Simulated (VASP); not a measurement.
Set up this calculation in VASP 6.6.1, as the native input.

- Task: single point
- Functional: PBEsol
- Dispersion: D3(BJ)
- Potentials or basis: VASP PAW PBE potentials, release 64 (Ni)
- Cutoff: 520 eV
- k mesh: 12 × 12 × 7
- Occupations: fermi-dirac, width 0.05 eV
- Spin: collinear spin, ferromagnetic start
- Starting moments: [1.0, 1.0] μB
- Dipole correction: no
- Further INCAR settings: ALGO = Normal; EDIFF = 1e-06; NBANDS = 21

The structure of Ni lies in POSCAR:

```
Ni
1.0
    2.4257108959      0.0000000000      0.0000000000
   -1.2128554480      2.1007272581      0.0000000000
    0.0000000000      0.0000000000      3.9719622972
Ni
2
Direct
    0.6666666667      0.3333333333      0.7500000000
    0.3333333333      0.6666666667      0.2500000000
```

One way to write it, as run:

INCAR

```
PREC     = Accurate       # precision mode
ENCUT    = 520            # plane-wave cutoff, eV
EDIFF    = 1E-6           # SCF threshold, eV
ISMEAR   = -1             # smearing method
SIGMA    = 0.05           # smearing width, eV
LREAL    = F              # projectors in reciprocal space
LASPH    = T              # aspherical terms in the spheres
NELM     = 150            # most SCF steps
ALGO     = Normal         # electronic algorithm
ISIF     = 2              # what is computed and relaxed
LWAVE    = F              # write WAVECAR
LCHARG   = F              # write CHGCAR
ISPIN    = 2              # spin polarisation
MAGMOM   = 1 1            # initial moments
LORBIT   = 11             # projections on sites
LMAXMIX  = 4              # l up to which the mixer works
GGA      = PS             # functional
IVDW     = 12             # dispersion correction
NBANDS   = 21             # bands
```

KPOINTS

```
Automatic mesh
0
Gamma
  12 12 7
```

Potentials or basis: VASP PAW PBE potentials, release 64 (Ni).

Command:

```bash
$ cat potpaw_PBE.64/Ni/POTCAR > POTCAR
$ mpirun -np 1 vasp_std > vasp.out
```

It gave:

```json
{
 "Pressure": "-0.2 GPa",
 "Net moment": "1.24 μB per cell",
 "Site moments": "Ni +0.62 μB",
 "Valence electrons inside the program's atomic spheres": "Ni 9.45",
 "Dispersion energy per atom": "-0.449 eV"
}
```

Caveat: the PAW data sets were made with another functional, which shifts forces and pressure a little; pairwise dispersion overbinds metals, which lowers pressure and volume.

It took 28 s on 1 thread of Intel(R) Xeon(R) 6975P-C (Granite Rapids), with other jobs on the host, peak memory 0.17 GiB.
